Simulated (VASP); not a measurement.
# MgO (Fm-3m) in VASP: further runs

The runs below take MgO through single point, with PBE+D3(BJ).

Everything below comes from runs of VASP 6.6.1. Logs are shortened: lines on timing, memory, paths and dates and some standing lists are left out, and cuts for length are marked.

## 1. The cell of the first run

The structure is cubic, space group Fm-3m (No. 225). Conventional cell: a = 4.122 Å, b = 4.122 Å, c = 4.122 Å, α = 90.00°, β = 90.00°, γ = 90.00°. Within 2.7 Å of Mg (site symmetry m-3m) lie 6 O at 2.06 Å. Within 2.7 Å of O (site symmetry m-3m) lie 6 Mg at 2.06 Å.

## 2. Single point, PBE+D3(BJ) (8.75 Å³/atom)

INCAR reads:

```
SYSTEM = MgO
ALGO = Normal
EDIFF = 1E-6
ENCUT = 840
GGA = PE
GGA_COMPAT = .FALSE.
ISIF = 2
ISMEAR = 0
IVDW = 12
LASPH = .TRUE.
LCHARG = .TRUE.
LELF = .TRUE.
LREAL = .FALSE.
LVHAR = .TRUE.
LWAVE = .FALSE.
NBANDS = 15
NELM = 120
PREC = Accurate
SIGMA = 0.02
```

KPOINTS reads:

```
k-points
0
G
  10 10 10
  0 0 0
```

POSCAR reads:

```
MgO
1.0
    0.0000000000      2.0608826958      2.0608826958
    2.0608826958      0.0000000000      2.0608826958
    2.0608826958      2.0608826958      0.0000000000
Mg O
1 1
Direct
    0.0000000000      0.0000000000      0.0000000000
    0.5000000000      0.5000000000      0.5000000000
```

Potentials or basis: VASP PAW PBE potentials, release 64 (Mg_sv, O).

The run is started by

```console
cat potpaw_PBE.64/Mg_sv/POTCAR potpaw_PBE.64/O/POTCAR > POTCAR
mpirun -np 1 vasp_std > vasp.out
```

OUTCAR:

```text
SYSTEM = MgO
   EDIFF = 1E-6
   ENCUT = 840
   GGA = PE
   ISIF = 2
   ISMEAR = 0
   IVDW = 12
   LASPH = .TRUE.
   LREAL = .FALSE.
   NELM = 120
   PREC = Accurate
 IVDW          = 12

 ion  position               nearest neighbor table
   1  0.000  0.000  0.000-   2 2.06   2 2.06   2 2.06   2 2.06   2 2.06   2 2.06
   2  0.500  0.500  0.500-   1 2.06   1 2.06   1 2.06   1 2.06   1 2.06   1 2.06

  LATTYP: Found a face centered cubic cell.
 ALAT       =     4.1217653916

  Lattice vectors:

 A1 = (   0.0000000000,   2.0608826958,   2.0608826958)
 A2 = (   2.0608826958,   0.0000000000,   2.0608826958)
 A3 = (   2.0608826958,   2.0608826958,   0.0000000000)

Analysis of symmetry for initial positions (statically):
=====================================================================
 Subroutine PRICEL returns:
 Original cell was already a primitive cell.

 Routine SETGRP: Setting up the symmetry group for a
 face centered cubic supercell.

 Subroutine GETGRP returns: Found 48 space group operations
 (whereof 48 operations were pure point group operations)
 out of a pool of 48 trial point group operations.

The static configuration has the point symmetry O_h .

Analysis of symmetry for dynamics (positions and initial velocities):
=====================================================================
 Subroutine PRICEL returns:
 Original cell was already a primitive cell.

 Routine SETGRP: Setting up the symmetry group for a
 face centered cubic supercell.

 Subroutine GETGRP returns: Found 48 space group operations
 (whereof 48 operations were pure point group operations)
 out of a pool of 48 trial point group operations.

The dynamic configuration has the point symmetry O_h .

 Subroutine INISYM returns: Found 48 space group operations
 (whereof 48 operations are pure point group operations),
 and found     1 'primitive' translations

----------------------------------------------------------------------------------------

                                     Primitive cell

  volume of cell :      17.5061

  direct lattice vectors                    reciprocal lattice vectors
     0.000000000  2.060882696  2.060882696    -0.242614488  0.242614488  0.242614488
     2.060882696  0.000000000  2.060882696     0.242614488 -0.242614488  0.242614488
     2.060882696  2.060882696  0.000000000     0.242614488  0.242614488 -0.242614488

  length of vectors
     2.914528259  2.914528259  2.914528259     0.420220620  0.420220620  0.420220620

  position of ions in fractional coordinates (direct lattice)
     0.000000000  0.000000000  0.000000000
     0.500000000  0.500000000  0.500000000

  ion indices of the primitive-cell ions
   primitive index   ion index
                 1           1
                 2           2

----------------------------------------------------------------------------------------

 KPOINTS: k-points

Automatic generation of k-mesh.
 Grid dimensions read from file:
 generate k-points for:   10   10   10

 Generating k-lattice:

  Cartesian coordinates                     Fractional coordinates (reciprocal lattice)
    -0.024261449  0.024261449  0.024261449     0.100000000  0.000000000  0.000000000
     0.024261449 -0.024261449  0.024261449     0.000000000  0.100000000  0.000000000
     0.024261449  0.024261449 -0.024261449     0.000000000  0.000000000  0.100000000

  Length of vectors
     0.042022062  0.042022062  0.042022062

  Shift w.r.t. Gamma in fractional coordinates (k-lattice)
     0.000000000  0.000000000  0.000000000

 Subroutine IBZKPT returns following result:
 ===========================================

 Found     47 irreducible k-points:

 Following reciprocal coordinates:
            Coordinates               Weight
  0.000000  0.000000  0.000000      1.000000
  0.100000  0.000000  0.000000      8.000000
  0.200000  0.000000  0.000000      8.000000
  0.300000  0.000000  0.000000      8.000000
  0.400000  0.000000  0.000000      8.000000
  0.500000  0.000000  0.000000      4.000000
[... 16 lines left out ...]
  0.300000  0.300000  0.000000      6.000000
  0.400000  0.300000  0.000000     24.000000
 [... further k-points ...]
   k-points           NKPTS =     47   k-points in BZ     NKDIM =     47   number of bands    NBANDS=     15
   number of dos      NEDOS =    301   number of ions     NIONS =      2
   total plane-waves  NPLWV =  21952
   dimension x,y,z NGX =    28 NGY =   28 NGZ =   28
   dimension x,y,z NGXF=    56 NGYF=   56 NGZF=   56
   ions per type =               1   1
   NGX,Y,Z   is equivalent  to a cutoff of  15.97, 15.97, 15.97 a.u.
   NGXF,Y,Z  is equivalent  to a cutoff of  31.94, 31.94, 31.94 a.u.
 SYSTEM =  MgO
   PREC   = accura    normal or accurate (medium, high low for compatibility)
   ISTART =      0    job   : 0-new  1-cont  2-samecut
   ICHARG =      2    charge: 1-file 2-atom 10-const
   ISPIN  =      1    spin polarized calculation?
   LNONCOLLINEAR =      F non collinear calculations
   LSORBIT =      F    spin-orbit coupling
   LASPH  =      T    aspherical Exc in radial PAW
   ENCUT  =  840.0 eV  61.74 Ry    7.86 a.u.   6.89  6.89  6.89*2*pi/ulx,y,z
   NELM   =    120;   NELMIN=  2; NELMDL= -5     # of ELM steps
   EDIFF  = 0.1E-05   stopping-criterion for ELM
   LREAL  =      F    real-space projection
   EDIFFG = 0.1E-04   stopping-criterion for IOM
   NSW    =      0    number of steps for IOM
   IBRION =     -1    ionic relax: 0-MD 1-quasi-New 2-CG
   NFREE  =      0    steps in history (QN), initial steepest desc. (CG)
   ISIF   =      2    stress and relaxation
   ISYM   =      2    0-nonsym 1-usesym 2-fastsym
   POTIM  = 0.5000    time-step for ionic-motion
   TEBEG  =    0.0;   TEEND  =   0.0 temperature during run
   PSTRESS=    0.0 pullay stress
   NELECT =      16.0000    total number of electrons
   NUPDOWN=      -1.0000    fix difference up-down
   EMIN   =  10.00;   EMAX   =-10.00  energy-range for DOS
   EFERMI =   0.00;   METHOD = LEGACY
   ISMEAR =     0;   SIGMA  =   0.02  broadening in eV -4-tet -1-fermi 0-gaus
   EFERMI_NEDOS =   21; number of points for ismear=-14 and -15
   IALGO  =     38    algorithm
   IMIX   =      4    mixing-type and parameters
     AMIX     =   0.40;   BMIX     =  1.00
     AMIX_MAG =   1.60;   BMIX_MAG =  1.00
  volume/ion in A,a.u.               =       8.75        59.07
  Fermi-wavevector in a.u.,A,eV,Ry     =   1.588735  3.002274 34.342193  2.524080
  Thomas-Fermi vector in A             =   2.687693
   LORBIT       =      0    0 simple, 1 ext, 2 COOP (PROOUT), +10 PAW based schemes
   GGA     = PE    functional components
   LHFCALC =     F    Hartree Fock is set to
   AEXX    =    0.0000 exact exchange contribution
   IVDW    =    12    specifies the selected vdW correction
   LEPSILON=     F    determine dielectric tensor
   LRPA    =     F    only Hartree local field effects (RPA)
 non-spin polarized calculation
 Gauss-broadening in eV      SIGMA  =   0.02
  energy-cutoff  :      840.00
  volume of cell :       17.51
 maximum number of plane-waves:       982
   NGX = 13   NGY = 13   NGZ = 13

 number of electron      16.0000004 magnetization

 Free energy of the ion-electron system (eV)
  ---------------------------------------------------
  ext. energy  EPLUGINS =         0.00000000
  ---------------------------------------------------
  free energy    TOTEN  =       -11.79210101 eV

  energy without entropy =      -11.79210101  energy(sigma->0) =      -11.79210101

 E-fermi :   3.6648     XC(G=0): -11.7232

 val. band max:        3.3993178218   @ k =   0.0000   0.0000   0.0000
 cond. band min:       8.7960691571   @ k =   0.0000   0.0000   0.0000
 fundamental gap:      5.3967513353
 Fermi energy:         3.6647647918

 k-point     1 :       0.0000    0.0000    0.0000
  band No.  band energies     occupation
      1     -68.6524      2.00000
      2     -35.3680      2.00000
      3     -35.3680      2.00000
      4     -35.3680      2.00000
      5     -14.1930      2.00000
      6       3.3993      2.00000
      7       3.3993      2.00000
      8       3.3993      2.00000
      9       8.7961      0.00000
     10      19.5730      0.00000
     11      19.5730      0.00000
     12      19.5730      0.00000
     13      23.6629      0.00000
     14      25.5186      0.00000
     15      25.5186      0.00000

 k-point     2 :       0.1000    0.0000    0.0000
  band No.  band energies     occupation
      1     -68.6514      2.00000
      2     -35.3790      2.00000
      3     -35.3690      2.00000
      4     -35.3690      2.00000
      5     -14.0711      2.00000
      6       2.7357      2.00000
      7       3.3234      2.00000
      8       3.3234      2.00000
      9       9.4163      0.00000
     10      18.3047      0.00000
     11      19.8382      0.00000
     12      19.8382      0.00000
     13      24.8883      0.00000
     14      24.8883      0.00000
     15      25.4428      0.00000

 k-point     3 :       0.2000    0.0000    0.0000
  band No.  band energies     occupation
      1     -68.6484      2.00000
      2     -35.4076      2.00000
      3     -35.3718      2.00000
      4     -35.3718      2.00000
      5     -13.7352      2.00000
      6       1.3512      2.00000
      7       3.1313      2.00000
      8       3.1313      2.00000
      9      10.6006      0.00000
     10      16.8131      0.00000
     11      20.4074      0.00000
     12      20.4074      0.00000
     13      24.2274      0.00000
     14      24.2274      0.00000
     15      26.7689      0.00000
[... 343 lines left out ...]
 k-point    23 :       0.3000    0.3000    0.0000
  band No.  band energies     occupation
      1     -68.6423      2.00000
      2     -35.4334      2.00000
      3     -35.3922      2.00000
      4     -35.3922      2.00000
      5     -13.0726      2.00000
      6       0.0828      2.00000
      7       2.3999      2.00000
      8       2.3999      2.00000
      9      12.9728      0.00000
     10      13.9677      0.00000
     11      18.5874      0.00000
     12      22.1521      0.00000
     13      22.1521      0.00000
     14      28.2907      0.00000
     15      32.1732      0.00000

 k-point    24 :       0.4000    0.3000    0.0000
  band No.  band energies     occupation
      1     -68.6399      2.00000
      2     -35.4471      2.00000
      3     -35.3994      2.00000
      4     -35.3962      2.00000
      5     -12.7964      2.00000
      6      -0.3750      2.00000
      7       2.0077      2.00000
      8       2.2421      2.00000
      9      13.4900      0.00000
     10      13.9498      0.00000
     11      17.7313      0.00000
     12      22.4651      0.00000
     13      22.6837      0.00000
     14      29.1035      0.00000
     15      31.7355      0.00000

 [... further k-points ...]

------------------------ aborting loop because EDIFF is reached ----------------------------------------

 Edisp (eV)   -0.62690

 E8    (eV) :    -0.2457

  FORCE on cell =-STRESS in cart. coord.  units (eV):
  Direction    XX          YY          ZZ          XY          YZ          ZX
  --------------------------------------------------------------------------------------
  -------------------------------------------------------------------------------------
  Total       1.24637     1.24637     1.24637     0.00000    -0.00000     0.00000
  in kB     114.06912   114.06912   114.06912     0.00000    -0.00000     0.00000
  external pressure =      114.07 kB  Pullay stress =        0.00 kB

 VOLUME and BASIS-vectors are now :
 -----------------------------------------------------------------------------
  energy-cutoff  :      840.00
  volume of cell :       17.51
      direct lattice vectors                 reciprocal lattice vectors
     0.000000000  2.060882696  2.060882696    -0.242614488  0.242614488  0.242614488
     2.060882696  0.000000000  2.060882696     0.242614488 -0.242614488  0.242614488
     2.060882696  2.060882696  0.000000000     0.242614488  0.242614488 -0.242614488

 POSITION                                       TOTAL-FORCE (eV/Angst)
 -----------------------------------------------------------------------------------
      0.00000      0.00000      0.00000         0.000000     -0.000000      0.000000
      2.06088      2.06088      2.06088        -0.000000      0.000000     -0.000000
 -----------------------------------------------------------------------------------
    total drift:                                0.000000      0.000000      0.000000

  FREE ENERGIE OF THE ION-ELECTRON SYSTEM (eV)
  ---------------------------------------------------
  free  energy   TOTEN  =       -12.4189993770 eV

  energy  without entropy=      -12.4189993770  energy(sigma->0) =      -12.41899938
```

Wall time 25 s (1 thread of Intel Xeon Platinum 8259CL at 2.50GHz (Skylake/Cascade Lake), shared host); peak memory 0.17 GiB.

Results:

```
Free energy                : -12.4190 eV
Pressure                   : 11.4 GPa
Band gap on the k mesh     : 5.40 eV
Dispersion energy per atom : -0.313 eV
```

Caveat: the cell stands under pressure. Expect the measured gap to be larger: semilocal functionals such as PBE lack the derivative discontinuity.

## 3. Single point, PBE+D3(BJ) (9.03 Å³/atom)

This run uses another cell than the first one, of 9.03 Å³/atom.

INCAR reads:

```
PREC = Accurate
ENCUT = 840
EDIFF = 1E-6
ISMEAR = 0
SIGMA = 0.02
LREAL = False
LASPH = True
NELM = 120
ALGO = Normal
ISIF = 2
LWAVE = False
LCHARG = True
GGA = PE
IVDW = 12
LELF = True
LVHAR = True
NBANDS = 15
GGA_COMPAT = False
```

KPOINTS reads:

```
regular mesh
0
Gamma
  10 10 10
```

POSCAR reads:

```
MgO
1.0
    0.0000000000      2.0825777921      2.0825777921
    2.0825777921      0.0000000000      2.0825777921
    2.0825777921      2.0825777921      0.0000000000
Mg O
1 1
Direct
    0.0000000000      0.0000000000      0.0000000000
    0.5000000000      0.5000000000      0.5000000000
```

Potentials or basis: VASP PAW PBE potentials, release 64 (Mg_sv, O).

The run is started by

```console
cat potpaw_PBE.64/Mg_sv/POTCAR potpaw_PBE.64/O/POTCAR > POTCAR
mpirun -np 1 vasp_std > vasp.out
```

It took 20 s on 1 thread of AMD EPYC 7R13 (Zen 3), shared host; peak memory 0.15 GiB.

Results (log left out):

| Property | Result |
| --- | --- |
| Free energy | -12.4498 eV |
| Pressure | 5.3 GPa |
| Band gap on the k mesh | 5.07 eV |
| Dispersion energy per atom | -0.303 eV |

Levels at points of the mesh, in eV from the valence-band top:
| k point | band 6 | band 7 | band 8 | band 9 | band 10 | band 11 |
| --- | --- | --- | --- | --- | --- | --- |
| (0.00, 0.00, 0.00) | 0.00 | 0.00 | 0.00 | 5.07 | 16.00 | 16.00 |
| (0.50, 0.00, 0.00) | -4.76 | -0.69 | -0.69 | 8.12 | 13.00 | 16.68 |
| (0.50, 0.50, 0.00) | -4.19 | -1.39 | -1.39 | 9.16 | 10.37 | 13.46 |

Caveat: the cell stands under pressure.
